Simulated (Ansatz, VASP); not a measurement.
**One calculation of LiH, two programs**

```xyz
2
Lattice="0.0000 2.0086 2.0086 2.0086 0.0000 2.0086 2.0086 2.0086 0.0000" Properties=species:S:1:pos:R:3 pbc="T T T"
Li    0.0000    0.0000    0.0000
H     2.0086    2.0086    2.0086
```

Alike in both runs: task single point; functional LDA; k mesh 10 × 10 × 10; no spin polarisation.

|  | VASP | Ansatz |
| --- | --- | --- |
| version | VASP 6.6.1 | Ansatz 0.2.0 |
| potentials or method | VASP PAW LDA potentials, release 64 (Li_sv, H), cutoff 520 eV | scalar-relativistic, plane waves, PAW |
| occupations | methfessel-paxton of order 1, width 0.35 eV | cold, width 0.35 eV |
| valence electrons in the cell | 4 | 4 |

Ansatz gave:

| Quantity | Value |
| --- | --- |
| gap on the k mesh at the Fermi level (eV) | 2.62 |
| least direct gap on the mesh (eV) | 2.62 |

Task: Which values does VASP return?

Result: gap on the k mesh at the Fermi level (eV): 2.61; least direct gap on the mesh (eV): 2.61.

LDA's correlation is that of Perdew and Zunger in VASP and of Perdew and Wang (1992) in Ansatz.

Noted on VASP's run: the cutoff is short for stress, so the pressure is rough.
